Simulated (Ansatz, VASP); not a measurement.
## One calculation of BaS, two programs

The input INCAR:

```
SYSTEM = BaS
PREC     = Accurate       ! precision mode
ENCUT    = 520            ! plane-wave cutoff, eV
EDIFF    = 1E-6           ! SCF threshold, eV
ISMEAR   = -1             ! smearing method
SIGMA    = 0.02           ! smearing width, eV
LREAL    = .FALSE.        ! projectors in reciprocal space
LASPH    = .TRUE.         ! aspherical terms in the spheres
NELM     = 60             ! most SCF steps
ALGO     = Normal         ! electronic algorithm
ISIF     = 2              ! what is computed and relaxed
LWAVE    = .FALSE.        ! write WAVECAR
LCHARG   = .FALSE.        ! write CHGCAR
GGA      = PE             ! functional
NBANDS   = 24             ! bands
```

The input KPOINTS:

```
regular mesh
0
G
  6 6 4
  0 0 0
```

Contents of POSCAR:

```
BaS
1.0
    5.3818557578      0.0000000000      0.0000000000
   -2.6909278789      4.6608238058      0.0000000000
    0.0000000000      0.0000000000      6.3833224162
Ba S
2 2
Direct
    0.3333333333      0.6666666667     -0.0625000000
    0.6666666667      0.3333333333      0.4375000000
    0.3333333333      0.6666666667      0.4375000000
    0.6666666667      0.3333333333      0.9375000000
```

Input for Ansatz:

```yaml
crystal:
  lattice:
    - [5.3818557578, 0.0, 0.0]
    - [-2.6909278789, 4.6608238058, 0.0]
    - [0.0, 0.0, 6.3833224162]
  atoms:
    - { symbol: Ba, position: [0.3333333333, 0.6666666667, -0.0625] }
    - { symbol: Ba, position: [0.6666666667, 0.3333333333, 0.4375] }
    - { symbol: S, position: [0.3333333333, 0.6666666667, 0.4375] }
    - { symbol: S, position: [0.6666666667, 0.3333333333, 0.9375] }
kpoints:
  mp_grid: { grid: [6, 6, 4] }
  band_path:
    path:
      - [0.0, 0.0, 0.0]
      - [0.5, 0.0, 0.0]
      - [0.3333333333, 0.3333333333, 0.0]
      - [0.0, 0.0, 0.5]
      - [0.5, 0.0, 0.5]
      - [0.3333333333, 0.3333333333, 0.5]
    npoints: 1
hamiltonian:
  xc: pbe
scf:
  occupations: { method: fermi_dirac, width: 0.02 }
  n_extra_bands: 5
output:
  forces: true
  stress: true
  eigenvalues: true
  write_density: true
  write_potential: true
  elf: true
  volumetric_format: npy
```

Alike in both runs: task single point; functional PBE; k mesh 6 × 6 × 4; occupations fermi-dirac, width 0.02 eV; no spin polarisation.

|  | VASP | Ansatz |
| --- | --- | --- |
| version | VASP 6.6.1 | Ansatz 0.2.0 |
| potentials or method | VASP PAW PBE potentials, release 64 (Ba_sv, S) | plane waves, PAW |
| plane-wave cutoff (eV) | 520 | 420 |
| valence electrons in the cell | 32 | 32 |

|  | VASP | Ansatz | Ansatz less VASP |
| --- | --- | --- | --- |
| gap on the k mesh at the Fermi level (eV) | 2.47 | 2.56 | +0.090 |
| pressure (GPa) | 0.5 | 0.0 | -0.45 |
| traceless stress, the component that is largest in VASP (GPa) | 0.07 | 0.00 | -0.073 |

With one functional, cell and mesh, what is left measures potentials, basis and numerics.

Neither program's run includes spin-orbit coupling.
